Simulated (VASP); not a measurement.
# HfN (F-43m) in VASP: a series of runs

HfN is run at these levels: HSE06; tasks: single point.

Program: VASP 6.6.1. These are calculated values, not measurements. Logs are shortened: lines on timing, memory, paths and dates and some standing lists are left out, and cuts for length are marked.

### Step 1. The cell of the first run

The structure is cubic, space group F-43m (No. 216). Conventional cell: a = 4.809 Å, b = 4.809 Å, c = 4.809 Å, α = 90.00°, β = 90.00°, γ = 90.00°. Hf (site symmetry -43m) has 4 N at 2.08 Å within 2.8 Å. Within 2.8 Å of N (site symmetry -43m) lie 4 Hf at 2.08 Å.

### Step 2. Single point, HSE06

The input, POSCAR:

```
HfN
1.0
    0.0000000000      2.4047095306      2.4047095306
    2.4047095306      0.0000000000      2.4047095306
    2.4047095306      2.4047095306      0.0000000000
Hf N
1 1
Direct
    0.0000000000      0.0000000000      0.0000000000
    0.2500000000      0.2500000000      0.2500000000
```

The input, INCAR.step1:

```
SYSTEM = HfN
PREC = Accurate
ENCUT = 520
EDIFF = 1E-5
ISMEAR = -1
SIGMA = 0.05
LREAL = .False.
LASPH = .True.
NELM = 100
ALGO = Normal
ISIF = 2
LWAVE = .True.
LCHARG = .False.
GGA = PE
NBANDS = 14
```

The input, INCAR.step2:

```
SYSTEM = HfN
PREC = Accurate
ENCUT = 520
EDIFF = 1E-6
ISMEAR = -1
SIGMA = 0.05
LREAL = .False.
LASPH = .True.
NELM = 100
ALGO = Normal
ISIF = 2
LWAVE = .False.
LCHARG = .False.
GGA = PE
LHFCALC = .True.
HFSCREEN = 0.2079
PRECFOCK = Normal
ISTART = 1
NBANDS = 14
```

The input, KPOINTS:

```
regular mesh
0
Gamma
  6 6 6
  0 0 0
```

Potentials or basis: VASP PAW PBE potentials, release 64 (Hf_pv, N).

On the command line:

```sh
$ cat potpaw_PBE.64/Hf_pv/POTCAR potpaw_PBE.64/N/POTCAR > POTCAR
$ cp INCAR.step1 INCAR
$ mpirun -np 1 vasp_std > vasp.out
$ cp INCAR.step2 INCAR
$ mpirun -np 1 vasp_std > vasp.out
```

OUTCAR:

```text
SYSTEM = HfN
   PREC = Accurate
   ENCUT = 520
   EDIFF = 1E-6
   ISMEAR = -1
   LREAL = .False.
   LASPH = .True.
   NELM = 100
   ISIF = 2
   GGA = PE
   LHFCALC = .True.
   HFSCREEN = 0.2079
   PRECFOCK = Normal
   ISTART = 1

 ion  position               nearest neighbor table
   1  0.000  0.000  0.000-   2 2.08   2 2.08   2 2.08   2 2.08
   2  0.250  0.250  0.250-   1 2.08   1 2.08   1 2.08   1 2.08

  LATTYP: Found a face centered cubic cell.
 ALAT       =     4.8094190612

  Lattice vectors:

 A1 = (   0.0000000000,   2.4047095306,   2.4047095306)
 A2 = (   2.4047095306,   0.0000000000,   2.4047095306)
 A3 = (   2.4047095306,   2.4047095306,   0.0000000000)

Analysis of symmetry for initial positions (statically):
=====================================================================
 Subroutine PRICEL returns:
 Original cell was already a primitive cell.

 Routine SETGRP: Setting up the symmetry group for a
 face centered cubic supercell.

 Subroutine GETGRP returns: Found 24 space group operations
 (whereof 24 operations were pure point group operations)
 out of a pool of 48 trial point group operations.

The static configuration has the point symmetry T_d .

Analysis of symmetry for dynamics (positions and initial velocities):
=====================================================================
 Subroutine PRICEL returns:
 Original cell was already a primitive cell.

 Routine SETGRP: Setting up the symmetry group for a
 face centered cubic supercell.

 Subroutine GETGRP returns: Found 24 space group operations
 (whereof 24 operations were pure point group operations)
 out of a pool of 48 trial point group operations.

The dynamic configuration has the point symmetry T_d .

 Subroutine INISYM returns: Found 24 space group operations
 (whereof 24 operations are pure point group operations),
 and found     1 'primitive' translations

----------------------------------------------------------------------------------------

                                     Primitive cell

  volume of cell :      27.8111

  direct lattice vectors                    reciprocal lattice vectors
     0.000000000  2.404709531  2.404709531    -0.207925321  0.207925321  0.207925321
     2.404709531  0.000000000  2.404709531     0.207925321 -0.207925321  0.207925321
     2.404709531  2.404709531  0.000000000     0.207925321  0.207925321 -0.207925321

  length of vectors
     3.400772832  3.400772832  3.400772832     0.360137219  0.360137219  0.360137219

  position of ions in fractional coordinates (direct lattice)
     0.000000000  0.000000000  0.000000000
     0.250000000  0.250000000  0.250000000

  ion indices of the primitive-cell ions
   primitive index   ion index
                 1           1
                 2           2

----------------------------------------------------------------------------------------

 KPOINTS: regular mesh

Automatic generation of k-mesh.
 Grid dimensions read from file:
 generate k-points for:    6    6    6

 Generating k-lattice:

  Cartesian coordinates                     Fractional coordinates (reciprocal lattice)
    -0.034654220  0.034654220  0.034654220     0.166666667  0.000000000  0.000000000
     0.034654220 -0.034654220  0.034654220     0.000000000  0.166666667  0.000000000
     0.034654220  0.034654220 -0.034654220     0.000000000  0.000000000  0.166666667

  Length of vectors
     0.060022870  0.060022870  0.060022870

  Shift w.r.t. Gamma in fractional coordinates (k-lattice)
     0.000000000  0.000000000  0.000000000

 Subroutine IBZKPT returns following result:
 ===========================================

 Found     16 irreducible k-points:

 Following reciprocal coordinates:
            Coordinates               Weight
  0.000000  0.000000  0.000000      1.000000
  0.166667  0.000000  0.000000      8.000000
  0.333333  0.000000  0.000000      8.000000
  0.500000  0.000000  0.000000      4.000000
  0.166667  0.166667  0.000000      6.000000
  0.333333  0.166667  0.000000     24.000000
[... 8 lines left out ...]
 -0.333333  0.333333  0.166667     24.000000
 -0.333333  0.500000  0.166667     12.000000
   k-points           NKPTS =     16   k-points in BZ     NKDIM =    216   number of bands    NBANDS=     14
   number of dos      NEDOS =    301   number of ions     NIONS =      2
   total plane-waves  NPLWV =  21952
   dimension x,y,z NGX =    28 NGY =   28 NGZ =   28
   dimension x,y,z NGXF=    56 NGYF=   56 NGZF=   56
   ions per type =               1   1
   NGX,Y,Z   is equivalent  to a cutoff of  13.69, 13.69, 13.69 a.u.
   NGXF,Y,Z  is equivalent  to a cutoff of  27.38, 27.38, 27.38 a.u.
 SYSTEM =  HfN
   PREC   = accura    normal or accurate (medium, high low for compatibility)
   ISTART =      1    job   : 0-new  1-cont  2-samecut
   ICHARG =      0    charge: 1-file 2-atom 10-const
   ISPIN  =      1    spin polarized calculation?
   LNONCOLLINEAR =      F non collinear calculations
   LSORBIT =      F    spin-orbit coupling
   LASPH  =      T    aspherical Exc in radial PAW
   ENCUT  =  520.0 eV  38.22 Ry    6.18 a.u.   6.32  6.32  6.32*2*pi/ulx,y,z
   NELM   =    100;   NELMIN=  2; NELMDL=  0     # of ELM steps
   EDIFF  = 0.1E-05   stopping-criterion for ELM
   LREAL  =      F    real-space projection
   EDIFFG = 0.1E-04   stopping-criterion for IOM
   NSW    =      0    number of steps for IOM
   IBRION =     -1    ionic relax: 0-MD 1-quasi-New 2-CG
   NFREE  =      0    steps in history (QN), initial steepest desc. (CG)
   ISIF   =      2    stress and relaxation
   ISYM   =      3    0-nonsym 1-usesym 2-fastsym
   POTIM  = 0.5000    time-step for ionic-motion
   TEBEG  =    0.0;   TEEND  =   0.0 temperature during run
   PSTRESS=    0.0 pullay stress
   NELECT =      15.0000    total number of electrons
   NUPDOWN=      -1.0000    fix difference up-down
   EMIN   =  10.00;   EMAX   =-10.00  energy-range for DOS
   EFERMI =   0.00;   METHOD = LEGACY
   ISMEAR =    -1;   SIGMA  =   0.05  broadening in eV -4-tet -1-fermi 0-gaus
   EFERMI_NEDOS =   21; number of points for ismear=-14 and -15
   IALGO  =     38    algorithm
   IMIX   =      1    mixing-type and parameters
     AMIX     =   0.40;   BMIX     =  1.00
     AMIX_MAG =   1.60;   BMIX_MAG =  1.00
  volume/ion in A,a.u.               =      13.91        93.84
  Fermi-wavevector in a.u.,A,eV,Ry     =   1.332598  2.518246 24.161478  1.775819
  Thomas-Fermi vector in A             =   2.461521
   LORBIT       =      0    0 simple, 1 ext, 2 COOP (PROOUT), +10 PAW based schemes
   GGA     = PE    functional components
   LHFCALC =     T    Hartree Fock is set to
   PRECFOCK=normal    Normal, Fast or Accurate (Low or Medium for compatibility)
   ENCUT4O =  -1.0   cutoff for four orbital integrals eV
   NKREDX  =     1    reduce k-point grid by
   NKREDY  =     1    reduce k-point grid by
   NKREDZ  =     1    reduce k-point grid by
   AEXX    =    0.2500 exact exchange contribution
   HFSCREEN=    0.2079 screening length (either q_TF or 0.3 A-1)
   HFSCREENC=   0.2079 screening length for correlation (either q_TF or 0.3 A-1)
   ENCUTFOCK=  -1.0 apply spherical cutoff to Coloumb kernel
   IVDW    =     0    specifies the selected vdW correction
   LEPSILON=     F    determine dielectric tensor
   LRPA    =     F    only Hartree local field effects (RPA)
 non-spin polarized calculation
  energy-cutoff  :      520.00
  volume of cell :       27.81
 maximum number of plane-waves:       757
 NGX is ok and might be reduce to    28
  NGX = 20; NGY = 20; NGZ = 20

 number of electron      15.0000001 magnetization

 Free energy of the ion-electron system (eV)
  ---------------------------------------------------
  ext. energy  EPLUGINS =         0.00000000
  ---------------------------------------------------
  free energy    TOTEN  =       -24.66583834 eV

  energy without entropy =      -24.66216175  energy(sigma->0) =      -24.66400004

 E-fermi :   6.6326     XC(G=0):  -9.4748

 val. band max:        6.1214500266   @ k =   0.5000   0.3333   0.1667
 cond. band min:       6.7649051450   @ k =   0.3333   0.1667   0.0000
 fundamental gap:      0.6434551184
 Fermi energy:         6.6326012641

 k-point     1 :       0.0000    0.0000    0.0000
  band No.  band energies     occupation
      1     -27.0656      2.00000
      2     -27.0656      2.00000
      3     -27.0656      2.00000
      4     -12.4826      2.00000
      5      -0.5421      2.00000
      6      -0.5421      2.00000
      7      -0.5421      2.00000
      8       5.8854      2.00000
      9       9.2877      0.00000
     10       9.2877      0.00000
     11      14.0363      0.00000
     12      14.0363      0.00000
     13      14.0363      0.00000
     14      20.0851      0.00000

 k-point     2 :       0.1667    0.0000    0.0000
  band No.  band energies     occupation
      1     -27.2523      2.00000
      2     -27.0891      2.00000
      3     -27.0891      2.00000
      4     -12.1031      2.00000
      5      -0.9929      2.00000
      6      -0.3211      2.00000
      7      -0.3211      2.00000
      8       7.2629      0.00001
      9       8.8504      0.00000
     10       8.8504      0.00000
     11      13.3413      0.00000
     12      14.6728      0.00000
     13      14.6728      0.00000
     14      17.8288      0.00000

 k-point     3 :       0.3333    0.0000    0.0000
  band No.  band energies     occupation
      1     -27.6046      2.00000
      2     -27.1356      2.00000
      3     -27.1356      2.00000
      4     -11.4356      2.00000
      5      -1.0575      2.00000
      6       0.0477      2.00000
      7       0.0477      2.00000
      8       8.5895      0.00000
      9       8.9744      0.00000
     10       8.9744      0.00000
     11      12.3157      0.00000
     12      13.9874      0.00000
     13      13.9874      0.00000
     14      15.6161      0.00000

 k-point     4 :       0.5000    0.0000    0.0000
  band No.  band energies     occupation
      1     -27.7718      2.00000
      2     -27.1585      2.00000
      3     -27.1585      2.00000
      4     -11.1598      2.00000
      5      -0.6789      2.00000
      6       0.1828      2.00000
      7       0.1828      2.00000
      8       8.2013      0.00000
      9       9.8364      0.00000
     10       9.8364      0.00000
     11      11.2480      0.00000
     12      12.5141      0.00000
     13      12.5141      0.00000
     14      17.2937      0.00000

 k-point     5 :       0.1667    0.1667    0.0000
  band No.  band energies     occupation
      1     -27.2565      2.00000
      2     -27.1253      2.00000
      3     -27.1253      2.00000
      4     -11.9746      2.00000
      5      -1.3464      2.00000
      6      -0.0986      2.00000
      7      -0.0986      2.00000
      8       7.2422      0.00001
      9       8.0856      0.00000
     10       9.7289      0.00000
     11      14.2163      0.00000
[... 140 lines left out ...]
 k-point    14 :       0.5000    0.3333    0.1667
  band No.  band energies     occupation
      1     -27.6227      2.00000
      2     -27.3326      2.00000
      3     -27.2143      2.00000
      4     -10.9743      2.00000
      5      -1.2595      2.00000
      6       0.2380      2.00000
      7       0.9506      2.00000
      8       6.1215      1.99993
      9       8.5821      0.00000
     10      10.4914      0.00000
     11      13.2540      0.00000
     12      13.9184      0.00000
     13      14.6064      0.00000
     14      17.4721      0.00000

 k-point    15 :      -0.3333    0.3333    0.1667
  band No.  band energies     occupation
      1     -27.6558      2.00000
      2     -27.4082      2.00000
      3     -27.2500      2.00000
      4     -10.7785      2.00000
      5      -0.5137      2.00000
      6      -0.1884      2.00000
      7       1.2878      2.00000
      8       5.3473      2.00000
      9       8.4578      0.00000
     10      10.3079      0.00000
     11      13.1105      0.00000
     12      13.8753      0.00000
     13      15.5751      0.00000
     14      18.1944      0.00000

 k-point    16 :      -0.3333    0.5000    0.1667
  band No.  band energies     occupation
      1     -27.6814      2.00000
      2     -27.3938      2.00000
      3     -27.3071      2.00000
      4     -10.6778      2.00000
      5      -1.2843      2.00000
      6       0.6992      2.00000
      7       1.7275      2.00000
      8       4.6244      2.00000
      9       8.3888      0.00000
     10      10.9313      0.00000
     11      12.1988      0.00000
     12      13.8150      0.00000
     13      18.1080      0.00000
     14      18.7828      0.00000

------------------------ aborting loop because EDIFF is reached ----------------------------------------

  FORCE on cell =-STRESS in cart. coord.  units (eV):
  Direction    XX          YY          ZZ          XY          YZ          ZX
  --------------------------------------------------------------------------------------
  -------------------------------------------------------------------------------------
  Total        1.5510046      1.5510046      1.5510046     -0.0000000      0.0000000      0.0000000
  in kB       89.3523139     89.3523139     89.3523139     -0.0000000      0.0000000      0.0000000
  external PRESSURE =      89.3523139 kB  Pullay stress =       0.0000000 kB

 VOLUME and BASIS-vectors are now :
 -----------------------------------------------------------------------------
  energy-cutoff  :      520.00
  volume of cell :       27.81
      direct lattice vectors                 reciprocal lattice vectors
     0.000000000  2.404709531  2.404709531    -0.207925321  0.207925321  0.207925321
     2.404709531  0.000000000  2.404709531     0.207925321 -0.207925321  0.207925321
     2.404709531  2.404709531  0.000000000     0.207925321  0.207925321 -0.207925321

 POSITION                                       TOTAL-FORCE (eV/Angst)
 -----------------------------------------------------------------------------------
      0.00000      0.00000      0.00000        -0.000000     -0.000000     -0.000000
      1.20235      1.20235      1.20235         0.000000      0.000000      0.000000
 -----------------------------------------------------------------------------------
    total drift:                               -0.000000     -0.000000     -0.000000

  FREE ENERGIE OF THE ION-ELECTRON SYSTEM (eV)
  ---------------------------------------------------
  free  energy   TOTEN  =       -24.6658383351 eV

  energy  without entropy=      -24.6621617496  energy(sigma->0) =      -24.66400004
```

Run time: 16 min. Hardware: 1 thread of Oxide Virtual Turin-like, shared host; peak memory 0.23 GiB.

What came out:

| Property | Result |
| --- | --- |
| Free energy | -24.6658 eV |
| Pressure | 8.9 GPa |
| Band gap on the k mesh | zero (an odd number of electrons rules out a gap without spin polarisation) |

Caveat: the k points lie up to 0.38 Å⁻¹ apart, too coarse for converged energies and pressures of a metal; the PAW data sets were made with another functional, which shifts forces and pressure a little; spin-orbit coupling is left out, which moves the levels of the heavy elements.

### Step 3. Single point, HSE06

This run uses another cell than the first one, of 14.20 Å³/atom.

The input, POSCAR:

```
HfN
1.0
    0.0000000000      2.4216446627      2.4216446627
    2.4216446627      0.0000000000      2.4216446627
    2.4216446627      2.4216446627      0.0000000000
Hf N
1 1
Direct
    0.0000000000      0.0000000000      0.0000000000
    0.2500000000      0.2500000000      0.2500000000
```

The input, INCAR.step1:

```
SYSTEM = HfN
  PREC = Accurate
  ENCUT = 520
  EDIFF = 1E-5
  ISMEAR = -1
  SIGMA = 0.05
  LREAL = .False.
  LASPH = .True.
  NELM = 80
  ALGO = Normal
  ISIF = 2
  LWAVE = .True.
  NBANDS = 14
  GGA = PE
```

The input, INCAR.step2:

```
SYSTEM = HfN
  PREC = Accurate
  ENCUT = 520
  EDIFF = 1E-7
  ISMEAR = -1
  SIGMA = 0.05
  LREAL = .False.
  LASPH = .True.
  NELM = 80
  ALGO = Normal
  ISIF = 2
  LWAVE = .False.
  LCHARG = .True.
  GGA = PE
  LHFCALC = .True.
  HFSCREEN = 0.2079
  PRECFOCK = Normal
  LELF = .True.
  LVHAR = .True.
  NBANDS = 14
  ISTART = 1
```

The input, KPOINTS:

```
Automatic mesh
0
Gamma
  6 6 6
  0 0 0
```

Potentials or basis: VASP PAW PBE potentials, release 64 (Hf_pv, N).

On the command line:

```sh
$ cat potpaw_PBE.64/Hf_pv/POTCAR potpaw_PBE.64/N/POTCAR > POTCAR
$ cp INCAR.step1 INCAR
$ mpirun -np 1 vasp_std > vasp.out
$ cp INCAR.step2 INCAR
$ mpirun -np 1 vasp_std > vasp.out
```

It took 24 min on 1 thread of Oxide Virtual Turin-like, shared host; peak memory 0.24 GiB.

Results (log left out):

```yaml
Free_energy: -24.6899 eV
Pressure: 3.9 GPa
Band_gap_on_the_k_mesh: zero (an odd number of electrons rules out a gap without spin polarisation)
```

Levels at points of the mesh, in eV from the Fermi level:
```
           k point  band 5  band 6  band 7  band 8  band 9  band 10
(0.00, 0.00, 0.00)   -7.06   -7.06   -7.06   -0.81    2.60     2.60
(0.50, 0.00, 0.00)   -7.27   -6.36   -6.36    1.52    3.13     3.13
(0.50, 0.50, 0.00)   -8.60   -4.92   -4.92   -1.88    2.51     4.68
```

Caveat: the k points lie up to 0.37 Å⁻¹ apart, too coarse for converged energies and pressures of a metal; the PAW data sets were made with another functional, which shifts forces and pressure a little; spin-orbit coupling is left out, which moves the levels of the heavy elements.

The gap in the log of VASP goes by the Fermi energy; the results here count the filled bands.